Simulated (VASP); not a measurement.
Crystal: GaN.

```
CELL_PARAMETERS angstrom
3.01968 0.00000 0.00000
1.50984 2.61512 0.00000
1.50984 0.87171 2.46556
ATOMIC_POSITIONS crystal
Ga 0.00000 0.00000 0.00000
N 0.50000 0.50000 0.50000
```

Base run:

* Program: VASP 6.6.1
* Functional: PBEsol
* Potentials or basis: VASP PAW PBE potentials, release 64 (Ga_d, N)
* Cutoff: 520 eV
* k mesh: 7 × 7 × 7
* Occupations: fermi-dirac, width 0.05 eV
* Spin: no spin polarisation

Its results: band gap on the k mesh 0.73 eV, indirect (least direct gap 2.37 eV); pressure -7.3 GPa.

Problem. After a change of settings the same cell gave: band gap on the k mesh 1.05 eV, indirect (least direct gap 2.36 eV); pressure -7.7 GPa. Which change was it?
A. k mesh from 7 × 7 × 7 to 3 × 3 × 3
B. k mesh from 7 × 7 × 7 to 9 × 9 × 9
C. k mesh from 7 × 7 × 7 to 5 × 5 × 5

Solution. C.

Caveats: some runs use coarse meshes; the PAW data sets were made with another functional, which shifts forces and pressure a little.
